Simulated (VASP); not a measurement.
# MgS (F-43m) in VASP: notebook

Runs on MgS. Level: PBEsol. Tasks: single point, relaxation of cell and atoms.

Program: VASP 6.6.1. These are calculated values, not measurements. Logs are shortened: lines on timing, memory, paths and dates and some standing lists are left out, and cuts for length are marked.

## Step 1: The cell of the first run

It takes space group F-43m (No. 216, cubic). Conventional cell: a = 5.652 Å, b = 5.652 Å, c = 5.652 Å, α = 90.00°, β = 90.00°, γ = 90.00°. Within 3.2 Å of Mg (site symmetry -43m) lie 4 S at 2.45 Å. Within 3.2 Å of S (site symmetry -43m) lie 4 Mg at 2.45 Å.

## Step 2: Single point, PBEsol

Input file INCAR:

```
PREC = Accurate
ENCUT = 520
EDIFF = 1E-6
ISMEAR = 0
SIGMA = 0.02
LREAL = F
LASPH = T
NELM = 100
ALGO = Normal
ISIF = 2
LWAVE = F
LCHARG = F
GGA = PS
NBANDS = 11
```

Input file KPOINTS:

```
regular mesh
0
Gamma
  8 8 8
```

Input file POSCAR:

```
MgS
1.0
    0.0000000000      2.8258920370      2.8258920370
    2.8258920370      0.0000000000      2.8258920370
    2.8258920370      2.8258920370      0.0000000000
Mg S
1 1
Direct
    0.0000000000      0.0000000000      0.0000000000
    0.7500000000      0.7500000000      0.7500000000
```

Potentials or basis: VASP PAW PBE potentials, release 64 (Mg, S).

On the command line:

```
> cat potpaw_PBE.64/Mg/POTCAR potpaw_PBE.64/S/POTCAR > POTCAR
> mpirun -np 1 vasp_std > vasp.out
```

OUTCAR:

```text
PREC = Accurate
   ENCUT = 520
   EDIFF = 1E-6
   ISMEAR = 0
   LREAL = F
   LASPH = T
   NELM = 100
   ISIF = 2
   GGA = PS

 ion  position               nearest neighbor table
   1  0.000  0.000  0.000-   2 2.45   2 2.45   2 2.45   2 2.45
   2  0.750  0.750  0.750-   1 2.45   1 2.45   1 2.45   1 2.45

  LATTYP: Found a face centered cubic cell.
 ALAT       =     5.6517840740

  Lattice vectors:

 A1 = (   0.0000000000,   2.8258920370,   2.8258920370)
 A2 = (   2.8258920370,   0.0000000000,   2.8258920370)
 A3 = (   2.8258920370,   2.8258920370,   0.0000000000)

Analysis of symmetry for initial positions (statically):
=====================================================================
 Subroutine PRICEL returns:
 Original cell was already a primitive cell.

 Routine SETGRP: Setting up the symmetry group for a
 face centered cubic supercell.

 Subroutine GETGRP returns: Found 24 space group operations
 (whereof 24 operations were pure point group operations)
 out of a pool of 48 trial point group operations.

The static configuration has the point symmetry T_d .

Analysis of symmetry for dynamics (positions and initial velocities):
=====================================================================
 Subroutine PRICEL returns:
 Original cell was already a primitive cell.

 Routine SETGRP: Setting up the symmetry group for a
 face centered cubic supercell.

 Subroutine GETGRP returns: Found 24 space group operations
 (whereof 24 operations were pure point group operations)
 out of a pool of 48 trial point group operations.

The dynamic configuration has the point symmetry T_d .

 Subroutine INISYM returns: Found 24 space group operations
 (whereof 24 operations are pure point group operations),
 and found     1 'primitive' translations

----------------------------------------------------------------------------------------

                                     Primitive cell

  volume of cell :      45.1333

  direct lattice vectors                    reciprocal lattice vectors
     0.000000000  2.825892037  2.825892037    -0.176935280  0.176935280  0.176935280
     2.825892037  0.000000000  2.825892037     0.176935280 -0.176935280  0.176935280
     2.825892037  2.825892037  0.000000000     0.176935280  0.176935280 -0.176935280

  length of vectors
     3.996414845  3.996414845  3.996414845     0.306460895  0.306460895  0.306460895

  position of ions in fractional coordinates (direct lattice)
     0.000000000  0.000000000  0.000000000
     0.750000000  0.750000000  0.750000000

  ion indices of the primitive-cell ions
   primitive index   ion index
                 1           1
                 2           2
[... 78 lines left out ...]
   ISIF   =      2    stress and relaxation
   ISYM   =      2    0-nonsym 1-usesym 2-fastsym
   POTIM  = 0.5000    time-step for ionic-motion
   TEBEG  =    0.0;   TEEND  =   0.0 temperature during run
   PSTRESS=    0.0 pullay stress
   NELECT =       8.0000    total number of electrons
   NUPDOWN=      -1.0000    fix difference up-down
   EMIN   =  10.00;   EMAX   =-10.00  energy-range for DOS
   EFERMI =   0.00;   METHOD = LEGACY
   ISMEAR =     0;   SIGMA  =   0.02  broadening in eV -4-tet -1-fermi 0-gaus
   EFERMI_NEDOS =   21; number of points for ismear=-14 and -15
   IALGO  =     38    algorithm
   IMIX   =      4    mixing-type and parameters
     AMIX     =   0.40;   BMIX     =  1.00
     AMIX_MAG =   1.60;   BMIX_MAG =  1.00
  volume/ion in A,a.u.               =      22.57       152.29
  Fermi-wavevector in a.u.,A,eV,Ry     =   0.919615  1.737820 11.506329  0.845691
  Thomas-Fermi vector in A             =   2.044828
   LORBIT       =      0    0 simple, 1 ext, 2 COOP (PROOUT), +10 PAW based schemes
   GGA     = PS    functional components
   LHFCALC =     F    Hartree Fock is set to
   AEXX    =    0.0000 exact exchange contribution
   IVDW    =     0    specifies the selected vdW correction
   LEPSILON=     F    determine dielectric tensor
   LRPA    =     F    only Hartree local field effects (RPA)
 non-spin polarized calculation
 Gauss-broadening in eV      SIGMA  =   0.02
  energy-cutoff  :      520.00
  volume of cell :       45.13
 maximum number of plane-waves:      1243
 NGX is ok and might be reduce to    30
   NGX = 15   NGY = 15   NGZ = 15

 number of electron       8.0000001 magnetization

 Free energy of the ion-electron system (eV)
  ---------------------------------------------------
  ext. energy  EPLUGINS =         0.00000000
  ---------------------------------------------------
  free energy    TOTEN  =        -8.91758605 eV

  energy without entropy =       -8.91758605  energy(sigma->0) =       -8.91758605

 E-fermi :   1.1629     XC(G=0):  -8.5974

 val. band max:        1.0345807921   @ k =   0.0000   0.0000   0.0000
 cond. band min:       4.3566886049   @ k =   0.0000   0.0000   0.0000
 fundamental gap:      3.3221078128
 Fermi energy:         1.1628911625

 k-point     1 :       0.0000    0.0000    0.0000
  band No.  band energies     occupation
      1     -10.2525      2.00000
      2       1.0346      2.00000
      3       1.0346      2.00000
      4       1.0346      2.00000
      5       4.3567      0.00000
      6       8.9209      0.00000
      7       8.9209      0.00000
      8       8.9209      0.00000
      9      11.8295      0.00000
     10      11.8295      0.00000
     11      14.6252      0.00000
[... 309 lines left out ...]
 k-point    24 :      -0.3750    0.2500    0.1250
  band No.  band energies     occupation
      1      -9.4371      2.00000
      2      -1.8050      2.00000
      3      -0.2937      2.00000
      4       0.3721      2.00000
      5       6.9664      0.00000
      6       7.4296      0.00000
      7       9.7144      0.00000
      8       9.8090      0.00000
      9      12.3726      0.00000
     10      13.7894      0.00000
     11      15.2111      0.00000

 [... further k-points ...]
[... 5 lines left out ...]
  --------------------------------------------------------------------------------------
  -------------------------------------------------------------------------------------
  Total       -0.0263869     -0.0263869     -0.0263869      0.0000000      0.0000000      0.0000000
  in kB       -0.9367028     -0.9367028     -0.9367028      0.0000000      0.0000000      0.0000000
  external PRESSURE =      -0.9367028 kB  Pullay stress =       0.0000000 kB

 VOLUME and BASIS-vectors are now :
 -----------------------------------------------------------------------------
  energy-cutoff  :      520.00
  volume of cell :       45.13
      direct lattice vectors                 reciprocal lattice vectors
     0.000000000  2.825892037  2.825892037    -0.176935280  0.176935280  0.176935280
     2.825892037  0.000000000  2.825892037     0.176935280 -0.176935280  0.176935280
     2.825892037  2.825892037  0.000000000     0.176935280  0.176935280 -0.176935280

 POSITION                                       TOTAL-FORCE (eV/Angst)
 -----------------------------------------------------------------------------------
      0.00000      0.00000      0.00000         0.000000      0.000000      0.000000
      4.23884      4.23884      4.23884        -0.000000     -0.000000     -0.000000
 -----------------------------------------------------------------------------------
    total drift:                               -0.000000     -0.000000     -0.000000

  FREE ENERGIE OF THE ION-ELECTRON SYSTEM (eV)
  ---------------------------------------------------
  free  energy   TOTEN  =        -8.9175860496 eV

  energy  without entropy=       -8.9175860496  energy(sigma->0) =       -8.91758605
```

It took 13 s on 1 thread of Intel Xeon Platinum 8259CL at 2.50GHz (Skylake/Cascade Lake), shared host; peak memory 0.17 GiB.

Results:

```
Free energy            : -8.9176 eV
Pressure               : -0.1 GPa
Band gap on the k mesh : 3.32 eV, direct
```

Levels at points of the mesh, in eV from the valence-band top:
| k point | band 1 | band 2 | band 3 | band 4 | band 5 | band 6 | band 7 | band 8 |
| --- | --- | --- | --- | --- | --- | --- | --- | --- |
| (0.00, 0.00, 0.00) | -11.29 | 0.00 | 0.00 | 0.00 | 3.32 | 7.89 | 7.89 | 7.89 |
| (0.50, 0.00, 0.00) | -10.59 | -3.20 | -0.33 | -0.33 | 5.01 | 7.55 | 7.55 | 8.45 |
| (0.50, 0.50, 0.00) | -10.36 | -2.87 | -1.06 | -1.06 | 3.71 | 5.55 | 11.08 | 12.20 |

Caveat: the PAW data sets were made with another functional, which shifts forces and pressure a little.

## Step 3: Relaxation of cell and atoms, PBEsol

This run uses another cell than the first one, of 22.74 Å³/atom, 1.008 times its volume.

Input file INCAR:

```
SYSTEM = MgS
ALGO = Normal
EDIFF = 1E-6
EDIFFG = -0.005
ENCUT = 600
GGA = PS
IBRION = 2
ISIF = 3
ISMEAR = 0
LASPH = .True.
LCHARG = .False.
LREAL = .False.
LWAVE = .False.
NELM = 80
NSW = 100
PREC = Accurate
SIGMA = 0.02
```

Input file KPOINTS:

```
k-points
0
Gamma
  8 8 8
  0 0 0
```

Input file POSCAR:

```
MgS
1.0
    0.0000000000      2.8331200468      2.8331200468
    2.8331200468      0.0000000000      2.8331200468
    2.8331200468      2.8331200468      0.0000000000
Mg S
1 1
Direct
    0.0000000000      0.0000000000      0.0000000000
    0.7500000000      0.7500000000      0.7500000000
```

Potentials or basis: VASP PAW PBE potentials, release 64 (Mg, S).

On the command line:

```
> cat potpaw_PBE.64/Mg/POTCAR potpaw_PBE.64/S/POTCAR > POTCAR
> mpirun -np 1 vasp_std > vasp.out
```

It took 20 s on 1 thread of Intel Xeon Platinum 8259CL at 2.50GHz (Skylake/Cascade Lake), shared host; peak memory 0.19 GiB.

Results (log left out):

```
Free energy                            : -8.9181 eV
Relaxed volume                         : 22.54 Å³/atom
Relaxed cell                           : a = 3.995 Å, b = 3.995 Å, c = 3.995 Å, α = 60.00°, β = 60.00°, γ = 60.00°
Space group after relaxing (to 0.05 Å) : F-43m (No. 216)
Energy gained by relaxing              : 0.3 meV/atom
Ionic steps                            : 3
Pressure after relaxing                : 0.0 GPa
Band gap on the k mesh                 : 3.33 eV, direct
```

Step by step:
```tsv
step	energy change (eV)	largest force (eV/Å)	pressure (GPa)	volume (Å³)
1	0.0000	0.0000	-0.50	45.48
2	-0.0006	0.0000	0.09	45.01
3	-0.0006	0.0000	0.00	45.08
```

Final structure:
```
Mg S
1.0
     0.00000    2.82479    2.82479
     2.82479    0.00000    2.82479
     2.82479    2.82479    0.00000
Mg S
1 1
Direct
  0.00000 0.00000 0.00000
  0.75000 0.75000 0.75000
```

Levels at points of the mesh, in eV from the valence-band top:
| k point | band 1 | band 2 | band 3 | band 4 | band 5 | band 6 | band 7 | band 8 |
| --- | --- | --- | --- | --- | --- | --- | --- | --- |
| (0.00, 0.00, 0.00) | -11.29 | 0.00 | 0.00 | 0.00 | 3.33 | 7.89 | 7.89 | 7.89 |
| (0.50, 0.00, 0.00) | -10.59 | -3.21 | -0.33 | -0.33 | 5.02 | 7.55 | 7.55 | 8.45 |
| (0.50, 0.50, 0.00) | -10.36 | -2.87 | -1.06 | -1.06 | 3.70 | 5.55 | 11.09 | 12.21 |

Caveat: the PAW data sets were made with another functional, which shifts forces and pressure a little. A k mesh can miss the band edges.
